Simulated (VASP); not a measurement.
# ZnAu (P4/mmm) in VASP: further runs

ZnAu is run at these levels: LDA; tasks: single point.

Everything below comes from runs of VASP 6.6.1. Logs are shortened: lines on timing, memory, paths and dates and some standing lists are left out, and cuts for length are marked.

## 1. The cell of the first run

It takes space group P4/mmm (No. 123, tetragonal). Conventional cell: a = 3.633 Å, b = 3.633 Å, c = 2.361 Å, α = 90.00°, β = 90.00°, γ = 90.00°. Within 3.1 Å of Zn (site symmetry 4/mmm) lie 2 Zn at 2.36 Å and 8 Au at 2.83 Å. Within 3.1 Å of Au (site symmetry 4/mmm) lie 2 Au at 2.36 Å and 8 Zn at 2.83 Å.

## 2. Single point, LDA

INCAR

```
SYSTEM = ZnAu
ALGO = Fast
EDIFF = 1E-6
ENCUT = 520
GGA = CA
ISIF = 2
ISMEAR = 0
LASPH = .TRUE.
LCHARG = .TRUE.
LELF = .TRUE.
LREAL = .FALSE.
LVHAR = .TRUE.
LWAVE = .FALSE.
NBANDS = 18
NELM = 60
PREC = Accurate
SIGMA = 0.15
```

KPOINTS

```
k-points
0
G
  16 16 16
  0 0 0
```

POSCAR

```
ZnAu
1.0
    3.6329461238      0.0000000000      0.0000000000
    0.0000000000      3.6329461238      0.0000000000
    0.0000000000      0.0000000000      2.3614149804
Zn Au
1 1
Direct
    0.5000000000      0.5000000000      0.5000000000
    0.0000000000      0.0000000000      0.0000000000
```

Potentials or basis: VASP PAW LDA potentials, release 64 (Zn, Au).

Run with:

```console
$ cat potpaw_LDA.64/Zn/POTCAR potpaw_LDA.64/Au/POTCAR > POTCAR
$ mpirun -np 1 vasp_std > vasp.out
```

OUTCAR:

```text
SYSTEM = ZnAu
   EDIFF = 1E-6
   ENCUT = 520
   GGA = CA
   ISIF = 2
   ISMEAR = 0
   LASPH = .TRUE.
   LREAL = .FALSE.
   NELM = 60
   PREC = Accurate

 ion  position               nearest neighbor table
   1  0.500  0.500  0.500-   2 2.83   2 2.83   2 2.83   2 2.83   2 2.83   2 2.83   2 2.83   2 2.83

   2  0.000  0.000  0.000-   1 2.83   1 2.83   1 2.83   1 2.83   1 2.83   1 2.83   1 2.83   1 2.83

  LATTYP: Found a simple tetragonal cell.
 ALAT       =     3.6329461238
 C/A-ratio  =     0.6500000000

  Lattice vectors:

 A1 = (   3.6329461238,   0.0000000000,   0.0000000000)
 A2 = (   0.0000000000,   3.6329461238,   0.0000000000)
 A3 = (   0.0000000000,   0.0000000000,   2.3614149804)

Analysis of symmetry for initial positions (statically):
=====================================================================
 Subroutine PRICEL returns:
 Original cell was already a primitive cell.

 Routine SETGRP: Setting up the symmetry group for a
 simple tetragonal supercell.

 Subroutine GETGRP returns: Found 16 space group operations
 (whereof 16 operations were pure point group operations)
 out of a pool of 16 trial point group operations.

The static configuration has the point symmetry D_4h.

Analysis of symmetry for dynamics (positions and initial velocities):
=====================================================================
 Subroutine PRICEL returns:
 Original cell was already a primitive cell.

 Routine SETGRP: Setting up the symmetry group for a
 simple tetragonal supercell.

 Subroutine GETGRP returns: Found 16 space group operations
 (whereof 16 operations were pure point group operations)
 out of a pool of 16 trial point group operations.

The dynamic configuration has the point symmetry D_4h.

 Subroutine INISYM returns: Found 16 space group operations
 (whereof 16 operations are pure point group operations),
 and found     1 'primitive' translations

----------------------------------------------------------------------------------------

                                     Primitive cell

  volume of cell :      31.1667

  direct lattice vectors                    reciprocal lattice vectors
     3.632946124  0.000000000  0.000000000     0.275258693  0.000000000  0.000000000
     0.000000000  3.632946124  0.000000000     0.000000000  0.275258693  0.000000000
     0.000000000  0.000000000  2.361414980     0.000000000  0.000000000  0.423474912

  length of vectors
     3.632946124  3.632946124  2.361414980     0.275258693  0.275258693  0.423474912

  position of ions in fractional coordinates (direct lattice)
     0.500000000  0.500000000  0.500000000
     0.000000000  0.000000000  0.000000000

  ion indices of the primitive-cell ions
   primitive index   ion index
                 1           1
                 2           2

----------------------------------------------------------------------------------------

 KPOINTS: k-points

Automatic generation of k-mesh.
 Grid dimensions read from file:
 generate k-points for:   16   16   16

 Generating k-lattice:

  Cartesian coordinates                     Fractional coordinates (reciprocal lattice)
     0.017203668  0.000000000  0.000000000     0.062500000  0.000000000  0.000000000
     0.000000000  0.017203668  0.000000000     0.000000000  0.062500000  0.000000000
     0.000000000  0.000000000  0.026467182     0.000000000  0.000000000  0.062500000

  Length of vectors
     0.017203668  0.017203668  0.026467182

  Shift w.r.t. Gamma in fractional coordinates (k-lattice)
     0.000000000  0.000000000  0.000000000

 Subroutine IBZKPT returns following result:
 ===========================================

 Found    405 irreducible k-points:

 Following reciprocal coordinates:
            Coordinates               Weight
  0.000000  0.000000  0.000000      1.000000
  0.062500  0.000000  0.000000      4.000000
  0.125000  0.000000  0.000000      4.000000
  0.187500  0.000000  0.000000      4.000000
  0.250000  0.000000  0.000000      4.000000
  0.312500  0.000000  0.000000      4.000000
[... 16 lines left out ...]
  0.437500  0.125000  0.000000      8.000000
  0.500000  0.125000  0.000000      4.000000
 [... further k-points ...]
   k-points           NKPTS =    405   k-points in BZ     NKDIM =    405   number of bands    NBANDS=     18
   number of dos      NEDOS =    301   number of ions     NIONS =      2
   total plane-waves  NPLWV =  14112
   dimension x,y,z NGX =    28 NGY =   28 NGZ =   18
   dimension x,y,z NGXF=    56 NGYF=   56 NGZF=   36
   ions per type =               1   1
   NGX,Y,Z   is equivalent  to a cutoff of  12.81, 12.81, 12.67 a.u.
   NGXF,Y,Z  is equivalent  to a cutoff of  25.63, 25.63, 25.34 a.u.
 SYSTEM =  ZnAu
   PREC   = accura    normal or accurate (medium, high low for compatibility)
   ISTART =      0    job   : 0-new  1-cont  2-samecut
   ICHARG =      2    charge: 1-file 2-atom 10-const
   ISPIN  =      1    spin polarized calculation?
   LNONCOLLINEAR =      F non collinear calculations
   LSORBIT =      F    spin-orbit coupling
   LASPH  =      T    aspherical Exc in radial PAW
   ENCUT  =  520.0 eV  38.22 Ry    6.18 a.u.   6.75  6.75  4.39*2*pi/ulx,y,z
   NELM   =     60;   NELMIN=  2; NELMDL= -5     # of ELM steps
   EDIFF  = 0.1E-05   stopping-criterion for ELM
   LREAL  =      F    real-space projection
   EDIFFG = 0.1E-04   stopping-criterion for IOM
   NSW    =      0    number of steps for IOM
   IBRION =     -1    ionic relax: 0-MD 1-quasi-New 2-CG
   NFREE  =      0    steps in history (QN), initial steepest desc. (CG)
   ISIF   =      2    stress and relaxation
   ISYM   =      2    0-nonsym 1-usesym 2-fastsym
   POTIM  = 0.5000    time-step for ionic-motion
   TEBEG  =    0.0;   TEEND  =   0.0 temperature during run
   PSTRESS=    0.0 pullay stress
   NELECT =      23.0000    total number of electrons
   NUPDOWN=      -1.0000    fix difference up-down
   EMIN   =  10.00;   EMAX   =-10.00  energy-range for DOS
   EFERMI =   0.00;   METHOD = LEGACY
   ISMEAR =     0;   SIGMA  =   0.15  broadening in eV -4-tet -1-fermi 0-gaus
   EFERMI_NEDOS =   21; number of points for ismear=-14 and -15
   IALGO  =     68    algorithm
   IMIX   =      4    mixing-type and parameters
     AMIX     =   0.40;   BMIX     =  1.00
     AMIX_MAG =   1.60;   BMIX_MAG =  1.00
  volume/ion in A,a.u.               =      15.58       105.16
  Fermi-wavevector in a.u.,A,eV,Ry     =   1.479406  2.795672 29.778283  2.188642
  Thomas-Fermi vector in A             =   2.593568
   LORBIT       =      0    0 simple, 1 ext, 2 COOP (PROOUT), +10 PAW based schemes
   GGA     = CA    functional components
   LHFCALC =     F    Hartree Fock is set to
   AEXX    =    0.0000 exact exchange contribution
   IVDW    =     0    specifies the selected vdW correction
   LEPSILON=     F    determine dielectric tensor
   LRPA    =     F    only Hartree local field effects (RPA)
 non-spin polarized calculation
 RMM-DIIS sequential band-by-band and
 Gauss-broadening in eV      SIGMA  =   0.15
  energy-cutoff  :      520.00
  volume of cell :       31.17
 maximum number of plane-waves:       872
 NGX is ok and might be reduce to    28

 number of electron      22.9999974 magnetization

 Free energy of the ion-electron system (eV)
  ---------------------------------------------------
  ext. energy  EPLUGINS =         0.00000000
  ---------------------------------------------------
  free energy    TOTEN  =        -5.80197347 eV

  energy without entropy =       -5.79509490  energy(sigma->0) =       -5.79853418

 E-fermi :   6.7048     XC(G=0): -12.5847

 val. band max:        6.6979170851   @ k =   0.4375   0.0000   0.4375
 cond. band min:       6.7267127035   @ k =   0.3750   0.0000   0.5000
 fundamental gap:      0.0287956184
 Fermi energy:         6.7048441161

 k-point     1 :       0.0000    0.0000    0.0000
  band No.  band energies     occupation
      1      -3.9114      2.00000
      2      -2.2534      2.00000
      3      -1.3428      2.00000
      4      -1.1502      2.00000
      5      -1.1466      2.00000
      6      -0.3055      2.00000
[... 10 lines left out ...]
     17      19.6921      0.00000
     18      23.5552      0.00000

 k-point     2 :       0.0625    0.0000    0.0000
  band No.  band energies     occupation
      1      -3.8675      2.00000
      2      -2.2482      2.00000
      3      -1.3276      2.00000
      4      -1.1443      2.00000
      5      -1.1422      2.00000
      6      -0.3055      2.00000
[... 10 lines left out ...]
     17      19.5270      0.00000
     18      23.6250      0.00000

 k-point     3 :       0.1250    0.0000    0.0000
  band No.  band energies     occupation
      1      -3.7385      2.00000
      2      -2.2331      2.00000
      3      -1.2841      2.00000
      4      -1.1351      2.00000
      5      -1.1190      2.00000
      6      -0.3056      2.00000
[... 10 lines left out ...]
     17      19.1501      0.00000
     18      23.8329      0.00000

 k-point     4 :       0.1875    0.0000    0.0000
  band No.  band energies     occupation
      1      -3.5337      2.00000
      2      -2.2094      2.00000
      3      -1.2196      2.00000
      4      -1.1106      2.00000
      5      -1.0817      2.00000
      6      -0.3058      2.00000
[... 10 lines left out ...]
     17      18.8614      0.00000
     18      24.1745      0.00000

 k-point     5 :       0.2500    0.0000    0.0000
  band No.  band energies     occupation
      1      -3.2723      2.00000
      2      -2.1792      2.00000
      3      -1.1511      2.00000
      4      -1.0478      2.00000
      5      -1.0333      2.00000
      6      -0.3060      2.00000
[... 10 lines left out ...]
     17      19.1683      0.00000
     18      24.6426      0.00000

 k-point     6 :       0.3125    0.0000    0.0000
  band No.  band energies     occupation
      1      -2.9885      2.00000
      2      -2.1456      2.00000
      3      -1.0904      2.00000
      4      -0.9789      2.00000
      5      -0.9203      2.00000
      6      -0.3062      2.00000
[... 10 lines left out ...]
     17      20.1844      0.00000
     18      25.2268      0.00000

 k-point     7 :       0.3750    0.0000    0.0000
  band No.  band energies     occupation
      1      -2.7349      2.00000
      2      -2.1127      2.00000
      3      -1.0331      2.00000
      4      -0.9270      2.00000
      5      -0.7064      2.00000
      6      -0.3063      2.00000
[... 10 lines left out ...]
     17      21.4843      0.00000
     18      25.9129      0.00000

 k-point     8 :       0.4375    0.0000    0.0000
  band No.  band energies     occupation
      1      -2.5661      2.00000
      2      -2.0869      2.00000
      3      -0.9901      2.00000
      4      -0.8884      2.00000
      5      -0.3826      2.00000
      6      -0.3064      2.00000
[... 10 lines left out ...]
     17      22.7126      0.00000
     18      26.3607      0.00000
[... 229 lines left out ...]
     17      20.6974      0.00000
     18      24.4286      0.00000

 k-point    20 :       0.2500    0.1250    0.0000
  band No.  band energies     occupation
      1      -3.1580      2.00000
      2      -2.1710      2.00000
      3      -1.0980      2.00000
      4      -1.0487      2.00000
      5      -0.9467      2.00000
      6      -0.3109      2.00000
[... 10 lines left out ...]
     17      20.6143      0.00000
     18      24.8769      0.00000

 k-point    21 :       0.3125    0.1250    0.0000
  band No.  band energies     occupation
      1      -2.9111      2.00000
      2      -2.1441      2.00000
      3      -1.0452      2.00000
      4      -0.9807      2.00000
      5      -0.8072      2.00000
      6      -0.3109      2.00000
[... 10 lines left out ...]
     17      20.7683      0.00000
     18      25.4335      0.00000

 k-point    22 :       0.3750    0.1250    0.0000
  band No.  band energies     occupation
      1      -2.6964      2.00000
      2      -2.1191      2.00000
      3      -0.9919      2.00000
      4      -0.9263      2.00000
      5      -0.5843      2.00000
      6      -0.3105      2.00000
[... 10 lines left out ...]
     17      21.6844      0.00000
     18      26.0845      0.00000

 k-point    23 :       0.4375    0.1250    0.0000
  band No.  band energies     occupation
      1      -2.5551      2.00000
      2      -2.1005      2.00000
      3      -0.9454      2.00000
      4      -0.8962      2.00000
      5      -0.3101      2.00000
      6      -0.2960      2.00000
[... 10 lines left out ...]
     17      22.8393      0.00000
     18      25.9843      0.00000

 k-point    24 :       0.5000    0.1250    0.0000
  band No.  band energies     occupation
      1      -2.5070      2.00000
      2      -2.0935      2.00000
      3      -0.9244      2.00000
      4      -0.8893      2.00000
      5      -0.3098      2.00000
      6      -0.2961      2.00000
[... 10 lines left out ...]
     17      23.4396      0.00000
     18      25.7482      0.00000

 [... further k-points ...]

------------------------ aborting loop because EDIFF is reached ----------------------------------------

  FORCE on cell =-STRESS in cart. coord.  units (eV):
  Direction    XX          YY          ZZ          XY          YZ          ZX
  --------------------------------------------------------------------------------------
  -------------------------------------------------------------------------------------
  Total       -1.3190457     -1.3190457     12.6358964      0.0000000      0.0000000      0.0000000
  in kB      -67.8078870    -67.8078870    649.5706766      0.0000000      0.0000000      0.0000000
  external PRESSURE =     171.3183008 kB  Pullay stress =       0.0000000 kB

 VOLUME and BASIS-vectors are now :
 -----------------------------------------------------------------------------
  energy-cutoff  :      520.00
  volume of cell :       31.17
      direct lattice vectors                 reciprocal lattice vectors
     3.632946124  0.000000000  0.000000000     0.275258693  0.000000000  0.000000000
     0.000000000  3.632946124  0.000000000     0.000000000  0.275258693  0.000000000
     0.000000000  0.000000000  2.361414980     0.000000000  0.000000000  0.423474912

 POSITION                                       TOTAL-FORCE (eV/Angst)
 -----------------------------------------------------------------------------------
      1.81647      1.81647      1.18071         0.000000      0.000000      0.000000
      0.00000      0.00000      0.00000         0.000000      0.000000      0.000000
 -----------------------------------------------------------------------------------
    total drift:                                0.000000      0.000000      0.000000

  FREE ENERGIE OF THE ION-ELECTRON SYSTEM (eV)
  ---------------------------------------------------
  free  energy   TOTEN  =        -5.8019734684 eV

  energy  without entropy=       -5.7950948986  energy(sigma->0) =       -5.79853418
```

Run time: 1.9 min. Hardware: 1 thread of Oxide Virtual Turin-like, shared host; peak memory 0.29 GiB.

Results:

```
Free energy            : -5.8020 eV
Pressure               : 17.1 GPa
Band gap on the k mesh : zero (an odd number of electrons rules out a gap without spin polarisation)
```

Stress tensor (GPa, compression positive):
```
-6.78  0.00  0.00
 0.00 -6.78  0.00
 0.00  0.00 64.96
```

Levels at points of the mesh, in eV from the Fermi level:
| k point | band 9 | band 10 | band 11 | band 12 | band 13 | band 14 | band 15 | band 16 |
| --- | --- | --- | --- | --- | --- | --- | --- | --- |
| (0.00, 0.00, 0.00) | -4.14 | -2.16 | -2.16 | 1.47 | 1.47 | 4.37 | 9.57 | 12.99 |
| (0.50, 0.00, 0.00) | -5.50 | -3.86 | -2.31 | -2.18 | 6.43 | 6.66 | 7.02 | 9.90 |
| (0.50, 0.50, 0.00) | -3.08 | -3.08 | -2.23 | -2.23 | -1.87 | 0.03 | 17.13 | 17.13 |
| (0.00, 0.00, 0.50) | -4.39 | -3.87 | -1.71 | 2.22 | 10.32 | 10.33 | 10.49 | 10.57 |
| (0.50, 0.00, 0.50) | -3.74 | -2.40 | -0.85 | 0.52 | 3.92 | 6.14 | 9.11 | 11.34 |
| (0.50, 0.50, 0.50) | -3.35 | -2.09 | 3.12 | 3.25 | 4.26 | 5.47 | 5.47 | 7.39 |

Caveat: the stress differs along the axes, from -7 to 65 GPa; spin-orbit coupling is left out, which moves the levels of the heavy elements.

## 3. Single point, LDA

This run uses another cell than the first one, of the same volume but with other edges.

INCAR

```
SYSTEM = ZnAu
PREC     = Accurate       ! precision mode
ENCUT    = 520            ! plane-wave cutoff, eV
EDIFF    = 1E-6           ! SCF threshold, eV
ISMEAR   = 0              ! smearing method
SIGMA    = 0.15           ! smearing width, eV
LREAL    = .FALSE.        ! projectors in reciprocal space
LASPH    = .TRUE.         ! aspherical terms in the spheres
NELM     = 100            ! most SCF steps
ALGO     = Fast           ! electronic algorithm
ISIF     = 2              ! what is computed and relaxed
LWAVE    = .FALSE.        ! write WAVECAR
LCHARG   = .TRUE.         ! write CHGCAR
GGA      = CA             ! functional
LELF     = .TRUE.         ! ELF
LVHAR    = .TRUE.       
NBANDS   = 18             ! bands
```

KPOINTS

```
regular mesh
0
G
  16 16 16
  0 0 0
```

POSCAR

```
ZnAu
1.0
    2.7491577225      0.0000000000      0.0000000000
    0.0000000000      2.7491577225      0.0000000000
    0.0000000000      0.0000000000      4.1237365838
Zn Au
1 1
Direct
    0.5000000000      0.5000000000      0.5000000000
    0.0000000000      0.0000000000      0.0000000000
```

Potentials or basis: VASP PAW LDA potentials, release 64 (Zn, Au).

Run with:

```console
$ cat potpaw_LDA.64/Zn/POTCAR potpaw_LDA.64/Au/POTCAR > POTCAR
$ mpirun -np 1 vasp_std > vasp.out
```

Run time: 2.7 min. Hardware: 1 thread of Oxide Virtual Turin-like, shared host; peak memory 0.29 GiB.

It converged, with:

| Quantity | Value |
| --- | --- |
| Free energy | -6.5981 eV |
| Pressure | -4.4 GPa |
| Band gap on the k mesh | zero (an odd number of electrons rules out a gap without spin polarisation) |

Stress tensor (GPa, compression positive):
```
-1.58  0.00  0.00
 0.00 -1.58  0.00
 0.00  0.00 -9.96
```

Levels at points of the mesh, in eV from the Fermi level:
```tsv
k point	band 8	band 9	band 10	band 11	band 12	band 13	band 14	band 15	band 16	band 17
(0.00, 0.00, 0.00)	-6.07	-3.60	-3.60	-2.87	-1.04	3.04	9.52	9.52	14.92	15.71
(0.50, 0.00, 0.00)	-5.85	-4.35	-4.16	-3.55	-0.45	5.46	6.06	7.21	7.88	15.58
(0.50, 0.50, 0.00)	-4.82	-3.95	-1.73	-0.13	-0.13	4.08	4.59	6.97	8.88	8.88
(0.00, 0.00, 0.50)	-6.98	-5.02	-3.91	-3.91	-2.88	11.58	12.72	12.72	12.99	13.29
(0.50, 0.00, 0.50)	-4.18	-3.73	-3.49	-2.66	-2.03	1.03	1.41	13.47	14.71	15.27
(0.50, 0.50, 0.50)	-6.12	-3.86	-1.73	2.56	4.00	4.00	4.14	4.14	5.13	6.01
```

Caveat: the stress differs along the axes, from -10 to -2 GPa; spin-orbit coupling is left out, which moves the levels of the heavy elements.

The gap in the log of VASP goes by the Fermi energy; the results here count the filled bands.